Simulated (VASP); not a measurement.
Write the native input for VASP 6.6.1 that does the following.

```yaml
Task: relaxation of cell and atoms
Functional: revPBE
Dispersion: D4
Potentials_or_basis: VASP PAW PBE potentials, release 64 (Sr_sv, O)
Cutoff: 600 eV
k_mesh: 9 × 9 × 9
Occupations: fermi-dirac, width 0.05 eV
Spin: no spin polarisation
Dipole_correction: no
Further_INCAR_settings: ALGO = Normal; EDIFF = 1e-07; IBRION = 2; EDIFFG = -0.01; NSW = 60; ISIF = 3
```

The structure of SrO lies in POSCAR:

```
SrO
1.0
    0.0000000000      2.5663000000      2.5663000000
    2.5663000000      0.0000000000      2.5663000000
    2.5663000000      2.5663000000      0.0000000000
Sr O
1 1
Direct
    0.5000000000      0.5000000000      0.5000000000
    0.0000000000      0.0000000000      0.0000000000
```

These files were run (other wordings do the same):

INCAR

```
PREC = Accurate
ENCUT = 600
EDIFF = 1E-7
ISMEAR = -1
SIGMA = 0.05
LREAL = F
LASPH = T
NELM = 60
ALGO = Normal
ISIF = 3
LWAVE = F
LCHARG = F
GGA = RE
IVDW = 13
IBRION = 2
NSW = 60
EDIFFG = -0.01
```

KPOINTS

```
Automatic mesh
0
Gamma
  9 9 9
```

Potentials or basis: VASP PAW PBE potentials, release 64 (Sr_sv, O).

Command:

```sh
$ cat potpaw_PBE.64/Sr_sv/POTCAR potpaw_PBE.64/O/POTCAR > POTCAR
$ mpirun -np 1 vasp_std > vasp.out
```

Results of the run:

The relaxed volume is 17.50 Å³/atom and the relaxed cell is a = 3.671 Å, b = 3.671 Å, c = 3.671 Å, α = 60.00°, β = 60.00°, γ = 60.00°. The space group after relaxing (to 0.05 Å) is Fm-3m (No. 225), the energy gained by relaxing is 5.5 meV/atom and the ionic steps are 3. The pressure after relaxing is 0.0 GPa, the band gap on the k mesh is 3.42 eV, indirect (least direct gap 3.54 eV) and the dispersion energy per atom is -0.264 eV.

Caveat: the PAW data sets were made with another functional, which shifts forces and pressure a little.

It took 43 s on 1 thread of Intel(R) Xeon(R) Platinum 8375C CPU @ 2.90GHz (Ice Lake), with other jobs on the host, peak memory 0.19 GiB.
